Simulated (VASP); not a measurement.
# Be2PbO3 in VASP: single point with PBEsol

Aim: the single point of Be2PbO3 with PBEsol.

Program: VASP 6.6.1. These are calculated values, not measurements. Logs are shortened: lines on timing, memory, paths and dates and some standing lists are left out, and cuts for length are marked.

## Step 1: The cell of the first run

The typed cell holds 12 atoms: a = 3.815 Å, b = 5.395 Å, c = 9.337 Å, α = 90.00°, β = 90.00°, γ = 134.99°.

## Step 2: Single point, PBEsol

Contents of INCAR:

```
SYSTEM = Be2PbO3
  ALGO = Normal
  EDIFF = 1E-6
  ENCUT = 520
  GGA = PS
  ISIF = 2
  ISMEAR = -1
  LASPH = .TRUE.
  LCHARG = .TRUE.
  LELF = .TRUE.
  LREAL = .FALSE.
  LVHAR = .TRUE.
  LWAVE = .FALSE.
  NBANDS = 48
  NELM = 80
  PREC = Accurate
  SIGMA = 0.05
```

Contents of KPOINTS:

```
k-points
0
G
  8 8 2
  0 0 0
```

Contents of POSCAR:

```
Be2PbO3
1.0
    3.8146992266      0.0127696745      0.0002615901
   -3.8274578098      3.8027547393      0.0048773189
   -0.0006270903     -0.0125399626      9.3372527414
Be Pb O
4 2 6
Direct
    0.4410269283      0.2603738397      0.9045267182
    0.9073750442      0.2267314199      0.1077125695
    0.3737876463      0.7267364207      0.9045278796
    0.9074138164      0.7603706575      0.1077145399
   -0.0925971353     -0.0064113715      0.6602063512
   -0.0925437564      0.4935734419      0.3520335403
    0.4073970579      0.4935508428      0.2115734439
    0.4074025685     -0.0064431452      0.8006666779
   -0.0925989970     -0.0064457045     -0.0001580282
    0.4074015569      0.9935551790      0.2115900842
    0.4074116741      0.4935603569      0.8006501402
   -0.0925963282      0.4935559341      0.0123981545
```

Potentials or basis: VASP PAW PBE potentials, release 64 (Be, Pb_d, O).

Command:

```
$ cat potpaw_PBE.64/Be/POTCAR potpaw_PBE.64/Pb_d/POTCAR potpaw_PBE.64/O/POTCAR > POTCAR
$ mpirun -np 1 vasp_std > vasp.out
```

OUTCAR:

```text
SYSTEM = Be2PbO3
   EDIFF = 1E-6
   ENCUT = 520
   GGA = PS
   ISIF = 2
   ISMEAR = -1
   LASPH = .TRUE.
   LREAL = .FALSE.
   NELM = 80
   PREC = Accurate

 ion  position               nearest neighbor table
   1  0.441  0.260  0.905-  12 1.61   8 1.66  11 1.66   9 1.69   5 2.70
   2  0.907  0.227  0.108-   9 1.61  10 1.66   7 1.66  12 1.69   6 2.70
   3  0.374  0.727  0.905-  12 1.61  11 1.66   8 1.66   9 1.69   5 2.70
   4  0.907  0.760  0.108-   9 1.61  10 1.66   7 1.66  12 1.69   6 2.70
   5  0.907  0.994  0.660-   8 2.31   8 2.31  11 2.31  11 2.32   3 2.70   1 2.70   6 3.94   6 3.94
                             6 3.94   6 3.94
   6  0.907  0.494  0.352-   7 2.31   7 2.31  10 2.31  10 2.32   2 2.70   4 2.70   5 3.94   5 3.94
                             5 3.94   5 3.94
   7  0.407  0.494  0.212-   4 1.66   2 1.66   6 2.31   6 2.31
   8  0.407  0.994  0.801-   1 1.66   3 1.66   5 2.31   5 2.31
   9  0.907  0.994  1.000-   2 1.61   4 1.61   3 1.69   1 1.69
  10  0.407  0.994  0.212-   2 1.66   4 1.66   6 2.31   6 2.32
  11  0.407  0.494  0.801-   3 1.66   1 1.66   5 2.31   5 2.32
  12  0.907  0.494  0.012-   1 1.61   3 1.61   2 1.69   4 1.69

  LATTYP: Found a simple orthorhombic cell.
 ALAT       =     3.8147206087
 B/A-ratio  =     1.0002172104
 C/A-ratio  =     2.4476920175

  Lattice vectors:

 A1 = (   3.8146992266,   0.0127696745,   0.0002615901)
 A2 = (  -0.0127585832,   3.8155244138,   0.0051389090)
 A3 = (  -0.0006270903,  -0.0125399626,   9.3372527414)

Analysis of symmetry for initial positions (statically):
=====================================================================
 Subroutine PRICEL returns:
 Original cell was already a primitive cell.

 Routine SETGRP: Setting up the symmetry group for a
 simple orthorhombic supercell.

 Subroutine GETGRP returns: Found  1 space group operations
 (whereof  1 operations were pure point group operations)
 out of a pool of  8 trial point group operations.

The static configuration has the point symmetry C_1 .

Analysis of symmetry for dynamics (positions and initial velocities):
=====================================================================
 Subroutine PRICEL returns:
 Original cell was already a primitive cell.

 Routine SETGRP: Setting up the symmetry group for a
 simple orthorhombic supercell.

 Subroutine GETGRP returns: Found  1 space group operations
 (whereof  1 operations were pure point group operations)
 out of a pool of  8 trial point group operations.

The dynamic configuration has the point symmetry C_1 .

 Subroutine INISYM returns: Found  1 space group operations
 (whereof  1 operations are pure point group operations),
 and found     1 'primitive' translations

----------------------------------------------------------------------------------------

                                     Primitive cell

  volume of cell :     135.9062

  direct lattice vectors                    reciprocal lattice vectors
     3.814699227  0.012769674  0.000261590     0.261263582  0.262960301  0.000370703
    -3.827457810  3.802754739  0.004877319    -0.000877347  0.262083763  0.000351920
    -0.000627090 -0.012539963  9.337252741    -0.000006861 -0.000144267  0.107097689

  length of vectors
     3.814720609  5.395405516  9.337261183     0.370684390  0.262085468  0.107097786

  position of ions in fractional coordinates (direct lattice)
     0.441026928  0.260373840  0.904526718
     0.907375044  0.226731420  0.107712570
     0.373787646  0.726736421  0.904527880
     0.907413816  0.760370657  0.107714540
     0.907402865  0.993588628  0.660206351
     0.907456244  0.493573442  0.352033540
     0.407397058  0.493550843  0.211573444
     0.407402568  0.993556855  0.800666678
     0.907401003  0.993554295  0.999841972
     0.407401557  0.993555179  0.211590084
     0.407411674  0.493560357  0.800650140
     0.907403672  0.493555934  0.012398154

  ion indices of the primitive-cell ions
   primitive index   ion index
                 1           1
                 2           2
                 3           3
                 4           4
                 5           5
                 6           6
                 7           7
                 8           8
                 9           9
                10          10
                11          11
                12          12

----------------------------------------------------------------------------------------

 KPOINTS: k-points

Automatic generation of k-mesh.
 Grid dimensions read from file:
 generate k-points for:    8    8    2

 Generating k-lattice:

  Cartesian coordinates                     Fractional coordinates (reciprocal lattice)
     0.032657948  0.032870038  0.000046338     0.125000000 -0.000000000  0.000000000
    -0.000109668  0.032760470  0.000043990     0.000000000  0.125000000  0.000000000
    -0.000003431 -0.000072133  0.053548844     0.000000000  0.000000000  0.500000000

  Length of vectors
     0.046335549  0.032760684  0.053548893

  Shift w.r.t. Gamma in fractional coordinates (k-lattice)
     0.000000000  0.000000000  0.000000000

 Subroutine IBZKPT returns following result:
 ===========================================

 Found     68 irreducible k-points:

 Following reciprocal coordinates:
            Coordinates               Weight
  0.000000  0.000000  0.000000      1.000000
  0.125000 -0.000000  0.000000      2.000000
  0.125000 -0.250000 -0.000000      2.000000
  0.250000 -0.000000  0.000000      2.000000
  0.250000  0.500000  0.000000      2.000000
  0.375000 -0.000000  0.000000      2.000000
[... 16 lines left out ...]
  0.125000  0.500000  0.000000      2.000000
  0.250000  0.250000  0.000000      2.000000
 [... further k-points ...]
   k-points           NKPTS =     68   k-points in BZ     NKDIM =     68   number of bands    NBANDS=     48
   number of dos      NEDOS =    301   number of ions     NIONS =     12
   total plane-waves  NPLWV =  78400
   dimension x,y,z NGX =    28 NGY =   40 NGZ =   70
   dimension x,y,z NGXF=    56 NGYF=   80 NGZF=  140
   ions per type =               4   2   6
   NGX,Y,Z   is equivalent  to a cutoff of  12.20, 12.33, 12.46 a.u.
   NGXF,Y,Z  is equivalent  to a cutoff of  24.40, 24.65, 24.93 a.u.
 SYSTEM =  Be2PbO3
   PREC   = accura    normal or accurate (medium, high low for compatibility)
   ISTART =      0    job   : 0-new  1-cont  2-samecut
   ICHARG =      2    charge: 1-file 2-atom 10-const
   ISPIN  =      1    spin polarized calculation?
   LNONCOLLINEAR =      F non collinear calculations
   LSORBIT =      F    spin-orbit coupling
   LASPH  =      T    aspherical Exc in radial PAW
   ENCUT  =  520.0 eV  38.22 Ry    6.18 a.u.   7.09 10.03 17.36*2*pi/ulx,y,z
   NELM   =     80;   NELMIN=  2; NELMDL= -5     # of ELM steps
   EDIFF  = 0.1E-05   stopping-criterion for ELM
   LREAL  =      F    real-space projection
   EDIFFG = 0.1E-04   stopping-criterion for IOM
   NSW    =      0    number of steps for IOM
   IBRION =     -1    ionic relax: 0-MD 1-quasi-New 2-CG
   NFREE  =      0    steps in history (QN), initial steepest desc. (CG)
   ISIF   =      2    stress and relaxation
   ISYM   =      2    0-nonsym 1-usesym 2-fastsym
   POTIM  = 0.5000    time-step for ionic-motion
   TEBEG  =    0.0;   TEEND  =   0.0 temperature during run
   PSTRESS=    0.0 pullay stress
   NELECT =      72.0000    total number of electrons
   NUPDOWN=      -1.0000    fix difference up-down
   EMIN   =  10.00;   EMAX   =-10.00  energy-range for DOS
   EFERMI =   0.00;   METHOD = LEGACY
   ISMEAR =    -1;   SIGMA  =   0.05  broadening in eV -4-tet -1-fermi 0-gaus
   EFERMI_NEDOS =   21; number of points for ismear=-14 and -15
   IALGO  =     38    algorithm
   IMIX   =      4    mixing-type and parameters
     AMIX     =   0.40;   BMIX     =  1.00
     AMIX_MAG =   1.60;   BMIX_MAG =  1.00
  volume/ion in A,a.u.               =      11.33        76.43
  Fermi-wavevector in a.u.,A,eV,Ry     =   1.324664  2.503253 23.874633  1.754736
  Thomas-Fermi vector in A             =   2.454182
   LORBIT       =      0    0 simple, 1 ext, 2 COOP (PROOUT), +10 PAW based schemes
   GGA     = PS    functional components
   LHFCALC =     F    Hartree Fock is set to
   AEXX    =    0.0000 exact exchange contribution
   IVDW    =     0    specifies the selected vdW correction
   LEPSILON=     F    determine dielectric tensor
   LRPA    =     F    only Hartree local field effects (RPA)
 non-spin polarized calculation
  energy-cutoff  :      520.00
  volume of cell :      135.91
 maximum number of plane-waves:      3684
   NGX = 15   NGY = 21   NGZ = 35

 number of electron      71.9999992 magnetization

 Free energy of the ion-electron system (eV)
  ---------------------------------------------------
  ext. energy  EPLUGINS =         0.00000000
  ---------------------------------------------------
  free energy    TOTEN  =       -80.18375261 eV

  energy without entropy =      -80.18375261  energy(sigma->0) =      -80.18375261

 E-fermi :   5.6457     XC(G=0): -10.5944

 val. band max:        4.5060541827   @ k =   0.5000   0.0000   0.5000
 cond. band min:       6.7512403545   @ k =   0.5000   0.0000   0.5000
 fundamental gap:      2.2451861718
 Fermi energy:         5.6457066089

 k-point     1 :       0.0000    0.0000    0.0000
  band No.  band energies     occupation
      1     -14.6079      2.00000
      2     -13.6749      2.00000
      3     -12.9813      2.00000
      4     -12.7406      2.00000
      5     -12.7059      2.00000
      6     -12.6773      2.00000
[... 40 lines left out ...]
     47      13.3162      0.00000
     48      13.3772      0.00000

 k-point     2 :       0.1250   -0.0000    0.0000
  band No.  band energies     occupation
      1     -14.4806      2.00000
      2     -13.5950      2.00000
      3     -12.9534      2.00000
      4     -12.8324      2.00000
      5     -12.7683      2.00000
      6     -12.7355      2.00000
[... 40 lines left out ...]
     47      14.2285      0.00000
     48      14.4051      0.00000

 k-point     3 :       0.1250   -0.2500   -0.0000
  band No.  band energies     occupation
      1     -14.4806      2.00000
      2     -13.5950      2.00000
      3     -12.9534      2.00000
      4     -12.8324      2.00000
      5     -12.7683      2.00000
      6     -12.7355      2.00000
[... 40 lines left out ...]
     47      14.2285      0.00000
     48      14.4052      0.00000

 k-point     4 :       0.2500   -0.0000    0.0000
  band No.  band energies     occupation
      1     -14.1336      2.00000
      2     -13.4069      2.00000
      3     -13.0390      2.00000
      4     -12.9365      2.00000
      5     -12.9206      2.00000
      6     -12.8754      2.00000
[... 958 lines left out ...]
     47      15.0756      0.00000
     48      15.3980      0.00000

 k-point    23 :       0.1250    0.5000    0.0000
  band No.  band energies     occupation
      1     -14.0218      2.00000
      2     -13.3887      2.00000
      3     -13.2668      2.00000
      4     -12.9907      2.00000
      5     -12.8591      2.00000
      6     -12.8060      2.00000
[... 40 lines left out ...]
     47      15.0756      0.00000
     48      15.3980      0.00000

 k-point    24 :       0.2500    0.2500    0.0000
  band No.  band energies     occupation
      1     -13.5847      2.00000
      2     -13.5847      2.00000
      3     -13.1356      2.00000
      4     -13.1355      2.00000
      5     -12.9187      2.00000
      6     -12.9187      2.00000
[... 40 lines left out ...]
     47      15.4502      0.00000
     48      15.4502      0.00000

 [... further k-points ...]

------------------------ aborting loop because EDIFF is reached ----------------------------------------

  FORCE on cell =-STRESS in cart. coord.  units (eV):
  Direction    XX          YY          ZZ          XY          YZ          ZX
  --------------------------------------------------------------------------------------
  -------------------------------------------------------------------------------------
  Total        0.2870196      0.2715890      0.3094286     -0.0001931      0.0001621     -0.0002631
  in kB        3.3836303      3.2017203      3.6478062     -0.0022766      0.0019109     -0.0031018
  external PRESSURE =       3.4110522 kB  Pullay stress =       0.0000000 kB

 VOLUME and BASIS-vectors are now :
 -----------------------------------------------------------------------------
  energy-cutoff  :      520.00
  volume of cell :      135.91
      direct lattice vectors                 reciprocal lattice vectors
     3.814699227  0.012769674  0.000261590     0.261263582  0.262960301  0.000370703
    -3.827457810  3.802754739  0.004877319    -0.000877347  0.262083763  0.000351920
    -0.000627090 -0.012539963  9.337252741    -0.000006861 -0.000144267  0.107097689

 POSITION                                       TOTAL-FORCE (eV/Angst)
 -----------------------------------------------------------------------------------
      0.68525      0.98443      8.44718        -0.003281     -0.003255     -0.005299
      2.59349      0.87244      1.00708        -0.002990      0.003411      0.005405
     -1.35623      2.75703      8.44945         0.003044      0.003338     -0.005370
      0.55116      2.90174      1.00970         0.003255     -0.003236      0.005322
     -0.34186      3.78168      6.16960         0.000263     -0.000156     -0.046795
      1.57232      1.88411      3.28967        -0.000509     -0.000140      0.046522
     -0.33508      1.87940      1.97803         0.000266     -0.000056      0.015828
     -2.24918      3.77342      7.48098        -0.000056     -0.000032     -0.015679
     -0.34195      3.77729      9.34086         0.000216      0.000031     -0.015941
     -2.24881      3.78080      1.98062        -0.000156      0.000049      0.015816
     -0.33543      1.87205      7.47839         0.000005      0.000164     -0.015637
      1.57240      1.88830      0.11841        -0.000058     -0.000118      0.015828
 -----------------------------------------------------------------------------------
    total drift:                               -0.000309     -0.000168     -0.000811

  FREE ENERGIE OF THE ION-ELECTRON SYSTEM (eV)
  ---------------------------------------------------
  free  energy   TOTEN  =       -80.1837526066 eV

  energy  without entropy=      -80.1837526066  energy(sigma->0) =      -80.18375261
```

Run time: 14 min. Hardware: 1 thread of AMD EPYC 7R43 (Zen 3), shared host; peak memory 0.46 GiB.

Results:

| Item | Value |
| --- | --- |
| Free energy | -80.1838 eV |
| Pressure | 0.3 GPa |
| Largest force | 0.047 eV/Å |
| Band gap on the k mesh | 2.25 eV |

Forces on the atoms (eV/Å):
```
Be  -0.003 -0.003 -0.005
Be  -0.003  0.003  0.005
Be   0.003  0.003 -0.005
Be   0.003 -0.003  0.005
Pb   0.000  0.000 -0.047
Pb  -0.001  0.000  0.047
O    0.000  0.000  0.016
O    0.000  0.000 -0.016
O    0.000  0.000 -0.016
O    0.000  0.000  0.016
O    0.000  0.000 -0.016
O    0.000  0.000  0.016
```

Caveat: the PAW data sets were made with another functional, which shifts forces and pressure a little; spin-orbit coupling is left out, which moves the levels of the heavy elements. A k mesh can miss the band edges.
